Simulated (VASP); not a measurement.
# BeS (F-43m) in VASP: further runs, part 2 of 2

VASP 6.6.1.

## 4. Single point, PBE (volume scaled by 0.97)

File INCAR:

```
SYSTEM = BeS
PREC = Accurate ; ENCUT = 520
EDIFF = 1E-6 ; ISMEAR = 0
SIGMA = 0.02 ; LREAL = .FALSE.
LASPH = .TRUE. ; NELM = 60
ALGO = Normal ; ISIF = 2
LWAVE = .FALSE. ; LCHARG = .FALSE.
GGA = PE ; NBANDS = 11
```

File KPOINTS:

```
regular mesh
0
G
  8 8 8
  0 0 0
```

File POSCAR:

```
BeS
1.0
    0.0000000000      2.4132917402      2.4132917402
    2.4132917402      0.0000000000      2.4132917402
    2.4132917402      2.4132917402      0.0000000000
Be S
1 1
Direct
    0.0000000000      0.0000000000      0.0000000000
    0.2500000000      0.2500000000      0.2500000000
```

Potentials or basis: VASP PAW PBE potentials, release 64 (Be, S).

Started as:

```bash
$ cat potpaw_PBE.64/Be/POTCAR potpaw_PBE.64/S/POTCAR > POTCAR
$ mpirun -np 1 vasp_std > vasp.out
```

OUTCAR:

```text
SYSTEM = BeS
   PREC = Accurate
   ENCUT = 520
   EDIFF = 1E-6
   ISMEAR = 0
   LREAL = .FALSE.
   LASPH = .TRUE.
   NELM = 60
   ISIF = 2
   GGA = PE

 ion  position               nearest neighbor table
   1  0.000  0.000  0.000-   2 2.09   2 2.09   2 2.09   2 2.09
   2  0.250  0.250  0.250-   1 2.09   1 2.09   1 2.09   1 2.09

  LATTYP: Found a face centered cubic cell.
 ALAT       =     4.8265834804

  Lattice vectors:

 A1 = (   0.0000000000,   2.4132917402,   2.4132917402)
 A2 = (   2.4132917402,   0.0000000000,   2.4132917402)
 A3 = (   2.4132917402,   2.4132917402,   0.0000000000)

Analysis of symmetry for initial positions (statically):
=====================================================================
 Subroutine PRICEL returns:
 Original cell was already a primitive cell.

 Routine SETGRP: Setting up the symmetry group for a
 face centered cubic supercell.

 Subroutine GETGRP returns: Found 24 space group operations
 (whereof 24 operations were pure point group operations)
 out of a pool of 48 trial point group operations.

The static configuration has the point symmetry T_d .

Analysis of symmetry for dynamics (positions and initial velocities):
[... 167 lines left out ...]
 k-point     1 :       0.0000    0.0000    0.0000
  band No.  band energies     occupation
      1      -9.4650      2.00000
      2       4.3264      2.00000
      3       4.3264      2.00000
      4       4.3264      2.00000
      5       9.9896      0.00000
      6       9.9896      0.00000
      7       9.9896      0.00000
      8      10.3363      0.00000
      9      17.1685      0.00000
     10      17.1685      0.00000
     11      19.3118      0.00000
[... 309 lines left out ...]
 k-point    24 :      -0.3750    0.2500    0.1250
  band No.  band energies     occupation
      1      -7.5313      2.00000
      2      -1.0141      2.00000
      3       1.5044      2.00000
      4       2.4502      2.00000
      5      10.4184      0.00000
      6      10.9540      0.00000
      7      13.5306      0.00000
      8      14.9138      0.00000
      9      15.8390      0.00000
     10      19.7427      0.00000
     11      20.4280      0.00000

 [... further k-points ...]
[... 5 lines left out ...]
  --------------------------------------------------------------------------------------
  -------------------------------------------------------------------------------------
  Total        0.5317659      0.5317659      0.5317659      0.0000000      0.0000000      0.0000000
  in kB       30.3090004     30.3090004     30.3090004      0.0000000      0.0000000      0.0000000
  external PRESSURE =      30.3090004 kB  Pullay stress =       0.0000000 kB

 VOLUME and BASIS-vectors are now :
 -----------------------------------------------------------------------------
  energy-cutoff  :      520.00
  volume of cell :       28.11
      direct lattice vectors                 reciprocal lattice vectors
     0.000000000  2.413291740  2.413291740    -0.207185891  0.207185891  0.207185891
     2.413291740  0.000000000  2.413291740     0.207185891 -0.207185891  0.207185891
     2.413291740  2.413291740  0.000000000     0.207185891  0.207185891 -0.207185891

 POSITION                                       TOTAL-FORCE (eV/Angst)
 -----------------------------------------------------------------------------------
      0.00000      0.00000      0.00000         0.000000     -0.000000      0.000000
      1.20665      1.20665      1.20665        -0.000000      0.000000     -0.000000
 -----------------------------------------------------------------------------------
    total drift:                                0.000000      0.000000      0.000000

  FREE ENERGIE OF THE ION-ELECTRON SYSTEM (eV)
  ---------------------------------------------------
  free  energy   TOTEN  =       -10.0050213645 eV

  energy  without entropy=      -10.0050213645  energy(sigma->0) =      -10.00502136
```

OSZICAR:

```text
N       E                     dE             d eps       ncg     rms          rms(c)
DAV:   1     0.201031840553E+02    0.20103E+02   -0.39206E+03   638   0.631E+02
DAV:   2    -0.904341653158E+01   -0.29147E+02   -0.28015E+02   865   0.117E+02
DAV:   3    -0.101817345613E+02   -0.11383E+01   -0.11359E+01   843   0.229E+01
DAV:   4    -0.101879125326E+02   -0.61780E-02   -0.61766E-02   809   0.194E+00
DAV:   5    -0.101879629515E+02   -0.50419E-04   -0.50418E-04   856   0.170E-01    0.578E+00
DAV:   6    -0.100473177008E+02    0.14065E+00   -0.11492E-01   758   0.165E+00    0.393E+00
DAV:   7    -0.100037369298E+02    0.43581E-01   -0.12438E-01   821   0.186E+00    0.981E-01
DAV:   8    -0.100048893458E+02   -0.11524E-02   -0.65709E-03   807   0.423E-01    0.151E-01
DAV:   9    -0.100049823554E+02   -0.93010E-04   -0.50177E-04   808   0.142E-01    0.325E-02
DAV:  10    -0.100050148498E+02   -0.32494E-04   -0.63840E-05   772   0.436E-02    0.101E-02
DAV:  11    -0.100050211175E+02   -0.62676E-05   -0.16939E-05   759   0.219E-02    0.813E-03
DAV:  12    -0.100050213645E+02   -0.24699E-06   -0.39273E-07   654   0.454E-03
   1 F= -.10005021E+02 E0= -.10005021E+02  d E =-.153183E-18
```

Run time: 10 s. Hardware: 1 thread of Intel Xeon Platinum 8259CL at 2.50GHz (Skylake/Cascade Lake), shared host; peak memory 0.15 GiB.

What came out:

| Item | Value |
| --- | --- |
| Free energy | -10.0050 eV |
| Pressure | 3.0 GPa |
| Band gap on the k mesh | 3.08 eV, indirect (least direct gap 5.66 eV) |

Levels at points of the mesh, in eV from the valence-band top:
| k point | band 2 | band 3 | band 4 | band 5 | band 6 | band 7 |
| --- | --- | --- | --- | --- | --- | --- |
| (0.00, 0.00, 0.00) | 0.00 | 0.00 | 0.00 | 5.66 | 5.66 | 5.66 |
| (0.50, 0.00, 0.00) | -5.88 | -1.05 | -1.05 | 5.53 | 6.56 | 6.56 |
| (0.50, 0.50, 0.00) | -5.09 | -2.69 | -2.69 | 3.08 | 4.91 | 12.90 |

 A k mesh can miss the band edges.

## 5. Single point, PBE (volume scaled by 1.03)

File INCAR:

```
SYSTEM = BeS
PREC = Accurate
ENCUT = 520
EDIFF = 1E-6
ISMEAR = 0
SIGMA = 0.02
LREAL = .False.
LASPH = .True.
NELM = 60
ALGO = Normal
ISIF = 2
LWAVE = .False.
LCHARG = .True.
GGA = PE
LELF = .True.
LVHAR = .True.
NBANDS = 11
```

File KPOINTS:

```
Automatic mesh
0
Gamma
  8 8 8
  0 0 0
```

File POSCAR:

```
BeS
1.0
    0.0000000000      2.4620582475      2.4620582475
    2.4620582475      0.0000000000      2.4620582475
    2.4620582475      2.4620582475      0.0000000000
Be S
1 1
Direct
    0.0000000000      0.0000000000      0.0000000000
    0.2500000000      0.2500000000      0.2500000000
```

Potentials or basis: VASP PAW PBE potentials, release 64 (Be, S).

Started as:

```bash
$ cat potpaw_PBE.64/Be/POTCAR potpaw_PBE.64/S/POTCAR > POTCAR
$ mpirun -np 1 vasp_std > vasp.out
```

OUTCAR:

```text
SYSTEM = BeS
   PREC = Accurate
   ENCUT = 520
   EDIFF = 1E-6
   ISMEAR = 0
   LREAL = .False.
   LASPH = .True.
   NELM = 60
   ISIF = 2
   GGA = PE

 ion  position               nearest neighbor table
   1  0.000  0.000  0.000-   2 2.13   2 2.13   2 2.13   2 2.13
   2  0.250  0.250  0.250-   1 2.13   1 2.13   1 2.13   1 2.13

  LATTYP: Found a face centered cubic cell.
 ALAT       =     4.9241164950

  Lattice vectors:

 A1 = (   0.0000000000,   2.4620582475,   2.4620582475)
 A2 = (   2.4620582475,   0.0000000000,   2.4620582475)
 A3 = (   2.4620582475,   2.4620582475,   0.0000000000)

Analysis of symmetry for initial positions (statically):
=====================================================================
 Subroutine PRICEL returns:
 Original cell was already a primitive cell.

 Routine SETGRP: Setting up the symmetry group for a
 face centered cubic supercell.

 Subroutine GETGRP returns: Found 24 space group operations
 (whereof 24 operations were pure point group operations)
 out of a pool of 48 trial point group operations.

The static configuration has the point symmetry T_d .

Analysis of symmetry for dynamics (positions and initial velocities):
=====================================================================
 Subroutine PRICEL returns:
 Original cell was already a primitive cell.

 Routine SETGRP: Setting up the symmetry group for a
 face centered cubic supercell.

 Subroutine GETGRP returns: Found 24 space group operations
 (whereof 24 operations were pure point group operations)
 out of a pool of 48 trial point group operations.

The dynamic configuration has the point symmetry T_d .

 Subroutine INISYM returns: Found 24 space group operations
 (whereof 24 operations are pure point group operations),
 and found     1 'primitive' translations

----------------------------------------------------------------------------------------

                                     Primitive cell

  volume of cell :      29.8487

[... 112 lines left out ...]
   LORBIT       =      0    0 simple, 1 ext, 2 COOP (PROOUT), +10 PAW based schemes
   GGA     = PE    functional components
   LHFCALC =     F    Hartree Fock is set to
   AEXX    =    0.0000 exact exchange contribution
   IVDW    =     0    specifies the selected vdW correction
   LEPSILON=     F    determine dielectric tensor
   LRPA    =     F    only Hartree local field effects (RPA)
 non-spin polarized calculation
 Gauss-broadening in eV      SIGMA  =   0.02
  energy-cutoff  :      520.00
  volume of cell :       29.85
 maximum number of plane-waves:       821
 NGX is ok and might be reduce to    28
   NGX = 13   NGY = 13   NGZ = 13

 number of electron       7.9999999 magnetization

 Free energy of the ion-electron system (eV)
  ---------------------------------------------------
  ext. energy  EPLUGINS =         0.00000000
  ---------------------------------------------------
  free energy    TOTEN  =       -10.00647537 eV

  energy without entropy =      -10.00647537  energy(sigma->0) =      -10.00647537

 E-fermi :   3.8384     XC(G=0):  -9.5437

 val. band max:        3.7148730176   @ k =   0.0000   0.0000   0.0000
 cond. band min:       6.9228875832   @ k =   0.5000   0.5000   0.0000
 fundamental gap:      3.2080145657
 Fermi energy:         3.8384358015

 k-point     1 :       0.0000    0.0000    0.0000
  band No.  band energies     occupation
      1      -9.6803      2.00000
      2       3.7149      2.00000
      3       3.7149      2.00000
      4       3.7149      2.00000
      5       9.2215      0.00000
      6       9.3988      0.00000
      7       9.3988      0.00000
      8       9.3988      0.00000
      9      16.4382      0.00000
     10      16.4382      0.00000
     11      18.2350      0.00000
[... 309 lines left out ...]
 k-point    24 :      -0.3750    0.2500    0.1250
  band No.  band energies     occupation
      1      -7.9384      2.00000
      2      -1.2755      2.00000
      3       1.0807      2.00000
      4       1.9921      2.00000
      5       9.8319      0.00000
      6      10.1858      0.00000
      7      12.6432      0.00000
      8      14.0182      0.00000
      9      14.9920      0.00000
     10      18.7633      0.00000
     11      19.3319      0.00000

 [... further k-points ...]
[... 5 lines left out ...]
  --------------------------------------------------------------------------------------
  -------------------------------------------------------------------------------------
  Total       -0.4783245     -0.4783245     -0.4783245      0.0000000      0.0000000     -0.0000000
  in kB      -25.6748692    -25.6748692    -25.6748692      0.0000000      0.0000000     -0.0000000
  external PRESSURE =     -25.6748692 kB  Pullay stress =       0.0000000 kB

 VOLUME and BASIS-vectors are now :
 -----------------------------------------------------------------------------
  energy-cutoff  :      520.00
  volume of cell :       29.85
      direct lattice vectors                 reciprocal lattice vectors
     0.000000000  2.462058247  2.462058247    -0.203082117  0.203082117  0.203082117
     2.462058247  0.000000000  2.462058247     0.203082117 -0.203082117  0.203082117
     2.462058247  2.462058247  0.000000000     0.203082117  0.203082117 -0.203082117

 POSITION                                       TOTAL-FORCE (eV/Angst)
 -----------------------------------------------------------------------------------
      0.00000      0.00000      0.00000        -0.000000     -0.000000     -0.000000
      1.23103      1.23103      1.23103         0.000000      0.000000      0.000000
 -----------------------------------------------------------------------------------
    total drift:                                0.000000      0.000000     -0.000000

  FREE ENERGIE OF THE ION-ELECTRON SYSTEM (eV)
  ---------------------------------------------------
  free  energy   TOTEN  =       -10.0064753711 eV

  energy  without entropy=      -10.0064753711  energy(sigma->0) =      -10.00647537
```

OSZICAR:

```text
N       E                     dE             d eps       ncg     rms          rms(c)
DAV:   1     0.210510302599E+02    0.21051E+02   -0.38953E+03   638   0.627E+02
DAV:   2    -0.887616128258E+01   -0.29927E+02   -0.28537E+02   821   0.114E+02
DAV:   3    -0.101518051665E+02   -0.12756E+01   -0.12732E+01   834   0.247E+01
DAV:   4    -0.101593644461E+02   -0.75593E-02   -0.75578E-02   784   0.216E+00
DAV:   5    -0.101594235124E+02   -0.59066E-04   -0.59066E-04   841   0.193E-01    0.532E+00
DAV:   6    -0.100380559348E+02    0.12137E+00   -0.12529E-01   730   0.162E+00    0.364E+00
DAV:   7    -0.100049729442E+02    0.33083E-01   -0.10171E-01   766   0.165E+00    0.105E+00
DAV:   8    -0.100063202071E+02   -0.13473E-02   -0.66451E-03   836   0.404E-01    0.125E-01
DAV:   9    -0.100064090915E+02   -0.88884E-04   -0.50439E-04   780   0.141E-01    0.274E-02
DAV:  10    -0.100064705804E+02   -0.61489E-04   -0.90501E-05   755   0.559E-02    0.136E-02
DAV:  11    -0.100064750319E+02   -0.44514E-05   -0.16240E-05   817   0.207E-02    0.972E-03
DAV:  12    -0.100064753711E+02   -0.33921E-06   -0.49373E-07   549   0.463E-03
   1 F= -.10006475E+02 E0= -.10006475E+02  d E =-.175192E-20
```

stdout:

```text
POSCAR found type information on POSCAR BeS
 POSCAR found :  2 types and       2 ions
 scaLAPACK will be used
 LDA part: xc-table for (Slater+PW92), standard interpolation
 POSCAR, INCAR and KPOINTS ok, starting setup
 FFT: planning ... GRIDC
 FFT: planning ... GRID_SOFT
 FFT: planning ... GRID
 WAVECAR not read
 entering main loop
```

It took 11 s on 1 thread of Intel Xeon Platinum 8259CL at 2.50GHz (Skylake/Cascade Lake), shared host; peak memory 0.15 GiB.

Results:

- Free energy: -10.0065 eV
- Pressure: -2.6 GPa
- Band gap on the k mesh: 3.21 eV, indirect (least direct gap 5.51 eV)

 A k mesh can miss the band edges.

## 6. Single point, PBE (volume scaled by 1.06)

File INCAR:

```
PREC = Accurate ; ENCUT = 520
EDIFF = 1E-6 ; ISMEAR = 0
SIGMA = 0.02 ; LREAL = False
LASPH = True ; NELM = 80
ALGO = Normal ; ISIF = 2
LWAVE = False ; LCHARG = False
GGA = PE ; NBANDS = 11
```

File KPOINTS:

```
regular mesh
0
Gamma
  8 8 8
```

File POSCAR:

```
BeS
1.0
    0.0000000000      2.4857333368      2.4857333368
    2.4857333368      0.0000000000      2.4857333368
    2.4857333368      2.4857333368      0.0000000000
Be S
1 1
Direct
    0.0000000000      0.0000000000      0.0000000000
    0.2500000000      0.2500000000      0.2500000000
```

Potentials or basis: VASP PAW PBE potentials, release 64 (Be, S).

Started as:

```bash
$ cat potpaw_PBE.64/Be/POTCAR potpaw_PBE.64/S/POTCAR > POTCAR
$ mpirun -np 1 vasp_std > vasp.out
```

It took 11 s on 1 thread of Intel Xeon Platinum 8259CL at 2.50GHz (Skylake/Cascade Lake), shared host; peak memory 0.15 GiB.

It converged, with:

```yaml
Free_energy: -9.9865 eV
Pressure: -4.8 GPa
Band_gap_on_the_k_mesh: 3.26 eV, indirect (least direct gap 5.27 eV)
```

Levels at points of the mesh, in eV from the valence-band top:
```
           k point  band 1  band 2  band 3  band 4  band 5  band 6  band 7  band 8  band 9
(0.00, 0.00, 0.00)  -13.22    0.00    0.00    0.00    5.27    5.69    5.69    5.69   12.66
(0.50, 0.00, 0.00)  -11.80   -5.33   -0.94   -0.94    5.21    6.57    6.57   10.84   14.54
(0.50, 0.50, 0.00)  -11.33   -4.65   -2.40   -2.40    3.26    4.96   12.18   12.18   14.61
```

## 7. Overview

```csv
cell,gap on the mesh (eV),pressure (GPa)
"a = 3.304 Å, angles 60.0°, 2 atoms",2.83,15.1
"a = 3.448 Å, angles 60.0°, 2 atoms",3.15,0.0
"a = 3.413 Å, angles 60.0°, 2 atoms",3.08,3.0
"a = 3.482 Å, angles 60.0°, 2 atoms",3.21,-2.6
"a = 3.515 Å, angles 60.0°, 2 atoms",3.26,-4.8
```

Alike in all rows: task single point; level PBE; potentials or basis VASP PAW PBE potentials, release 64 (Be, S); no spin polarisation; k mesh 8 × 8 × 8; cutoff (eV) 520; smearing gaussian 0.02 eV.

Absolute energies hang on the potentials; compare differences alone.
